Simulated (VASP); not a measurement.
Write the native input for VASP 6.6.1 that does the following.

```yaml
Task: relaxation of shape and atoms at fixed volume
Functional: PBEsol
Potentials_or_basis: VASP PAW PBE potentials, release 64 (Hf_pv, S)
Cutoff: 600 eV
k_mesh: 12 × 12 × 4
Occupations: gaussian, width 0.1 eV
Spin: no spin polarisation
Dipole_correction: no
Further_INCAR_settings: ALGO = Normal; EDIFF = 1e-06; IBRION = 2; EDIFFG = -0.01; NSW = 50; ISIF = 4
```

The structure of Hf2S lies in POSCAR:

```
Hf2S
1.0
    3.2719355850      0.0000000000      0.0000000000
   -1.6359677925      2.8335793362      0.0000000000
    0.0000000000      0.0000000000     11.4700250631
Hf S
4 2
Direct
    0.6666666667      0.3333333333      0.8988517866
    0.3333333333      0.6666666667      0.3988517866
    0.6666666667      0.3333333333      0.6011482134
    0.3333333333      0.6666666667      0.1011482134
    0.0000000000      0.0000000000      0.7500000000
    0.0000000000      0.0000000000      0.2500000000
```

These files were run (other wordings do the same):

INCAR

```
SYSTEM = Hf2S
ALGO = Normal
EDIFF = 1E-6
EDIFFG = -0.01
ENCUT = 600
GGA = PS
IBRION = 2
ISIF = 4
ISMEAR = 0
LASPH = .True.
LCHARG = .False.
LREAL = .False.
LWAVE = .False.
NELM = 100
NSW = 50
PREC = Accurate
SIGMA = 0.1
```

KPOINTS

```
k-points
0
Gamma
  12 12 4
  0 0 0
```

Potentials or basis: VASP PAW PBE potentials, release 64 (Hf_pv, S).

Command:

```bash
$ cat potpaw_PBE.64/Hf_pv/POTCAR potpaw_PBE.64/S/POTCAR > POTCAR
$ mpirun -np 1 vasp_std > vasp.out
```

Results of the run:

```json
{"Energy gained by relaxing": "0.3 meV/atom", "Ionic steps": "4", "Pressure after relaxing": "9.4 GPa", "Largest force after relaxing": "0.005 eV/Å", "Band gap on the k mesh": "zero (bands 26 and 27 overlap by 1.05 eV)"}
```

Caveat: the PAW data sets were made with another functional, which shifts forces and pressure a little; spin-orbit coupling is left out, which moves the levels of the heavy elements.

Wall time 16 min on 1 thread of Intel Xeon 8259CL (shared host), peak memory 0.36 GiB.
